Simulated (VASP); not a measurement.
Crystal: BaTiO3.

```xyz
5
Lattice="4.0077 0.0000 0.0000 0.0000 4.0077 0.0000 0.0000 0.0000 4.0077" Properties=species:S:1:pos:R:3 pbc="T T T"
Ba    2.0038    2.0038    2.0038
Ti    0.0000    0.0000    0.0000
O     2.0038    0.0000    0.0000
O     0.0000    2.0038    0.0000
O     0.0000    0.0000    2.0038
```

Base run:

| Quantity | Value |
| --- | --- |
| Program | VASP 6.6.1 |
| Functional | PBE |
| Potentials or basis | VASP PAW PBE potentials, release 64 (Ba_sv, Ti_sv, O) |
| Cutoff | 520 eV |
| k mesh | 5 × 5 × 5 |
| Occupations | fermi-dirac, width 0.02 eV |
| Spin | no spin polarisation |

Its results: band gap on the k mesh 1.85 eV, indirect (least direct gap 1.88 eV); pressure 3.2 GPa.

Question: The run is repeated on the same cell with these changes: dispersion from none to D4. What comes out?

Answer: Band gap on the k mesh 1.85 eV, indirect (least direct gap 1.88 eV); pressure 0.3 GPa.

Dispersion adds attraction, which lowers the pressure at fixed volume and, as a term added to the energy, leaves the levels alone.

Caveats: spin-orbit coupling is left out, which moves the levels of the heavy elements.

A k mesh can miss the band edges.
